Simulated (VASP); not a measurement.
Set up this calculation in VASP 6.6.1, as the native input.

| Quantity | Value |
| --- | --- |
| Task | single point |
| Functional | PBE |
| Potentials or basis | VASP PAW PBE potentials, release 64 (Ca_sv, O) |
| Cutoff | 600 eV |
| k mesh | 4 × 4 × 4 |
| Occupations | methfessel-paxton, width 0.069 eV |
| Spin | no spin polarisation |
| Hubbard terms | O p U = 2.7 eV |
| Dipole correction | no |
| Further INCAR settings | ALGO = Normal; EDIFF = 1e-06; NBANDS = 15 |

The structure of CaO lies in POSCAR:

```
CaO
1.0
    0.0000000000      2.4115409895      2.4115409895
    2.4115409895      0.0000000000      2.4115409895
    2.4115409895      2.4115409895      0.0000000000
Ca O
1 1
Direct
    0.0000000000      0.0000000000      0.0000000000
    0.5000000000      0.5000000000      0.5000000000
```

These files were run (other wordings do the same):

INCAR

```
SYSTEM = CaO
PREC = Accurate
ENCUT = 600
EDIFF = 1E-6
ISMEAR = 1
SIGMA = 0.069
LREAL = .False.
LASPH = .True.
NELM = 200
ALGO = Normal
ISIF = 2
LWAVE = .False.
LCHARG = .False.
LDAU = .True.
LDAUTYPE = 2
LDAUL = -1 1
LDAUU = 0 2.7
LDAUJ = 0 0
LDAUPRINT = 1
GGA = PE
NBANDS = 15
GGA_COMPAT = .False.
```

KPOINTS

```
regular mesh
0
Gamma
  4 4 4
  0 0 0
```

Potentials or basis: VASP PAW PBE potentials, release 64 (Ca_sv, O).

Command:

```bash
$ cat potpaw_PBE.64/Ca_sv/POTCAR potpaw_PBE.64/O/POTCAR > POTCAR
$ mpirun -np 1 vasp_std > vasp.out
```

It gave:

The pressure is 0.4 GPa. The band gap on the k mesh is 3.69 eV (least direct gap 4.06 eV).

Caveat: the k points lie up to 0.56 Å⁻¹ apart.

Wall time 9.9 s on 1 thread of Intel Xeon 8259CL, with other jobs on the host, peak memory 0.15 GiB.
